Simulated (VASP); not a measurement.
Runs of VASP 6.6.1 on SiGe2. The structure is that of space group Fm-3m (No. 225), or close to it. The cells are those of the table. The cell was built from a structure type or drawn by symmetry, and may not be a known phase.

| task | cell | k mesh | cutoff (eV) | gap on the mesh (eV) | pressure (GPa) | relaxed volume (Å³/atom) |
| --- | --- | --- | --- | --- | --- | --- |
| relaxation of cell and atoms | relaxed from a = 4.405 Å, angles 60.0°, 3 atoms | 14 × 14 × 14 | 600 | none | 0.1 | 20.02 |
| single point | a = 4.405 Å, angles 60.0°, 3 atoms | 6 × 6 × 6 | 520 | none | -0.1 | - |
| single point | a = 4.398 Å, angles 60.0°, 3 atoms | 14 × 14 × 14 | 520 | none | -0.1 | - |
| relaxation of cell and atoms | relaxed from a = 3.581 Å, angles 60.0°, 3 atoms | 6 × 6 × 6 | 600 | none | -0.1 | 20.12 |
| single point | a = 3.581 Å, angles 60.0°, 3 atoms | 6 × 6 × 6 | 520 | none | (a) | - |

Alike in all rows: level PBE; potentials or basis VASP PAW PBE potentials, release 64 (Si, Ge_d); no spin polarisation; smearing gaussian 0.1 eV.

**Question.** Estimate the missing entries.

**Answer.** (a) 144.5.

Caveats: the volume moved by over 15 % at a fixed basis, so the end points are rough (at least some runs); the cell stands under pressure (at least some runs).

A k mesh can miss the band edges, and the runs leave out spin-orbit coupling on Ge.

A gap of «none» marks levels without a gap at the run's occupations.
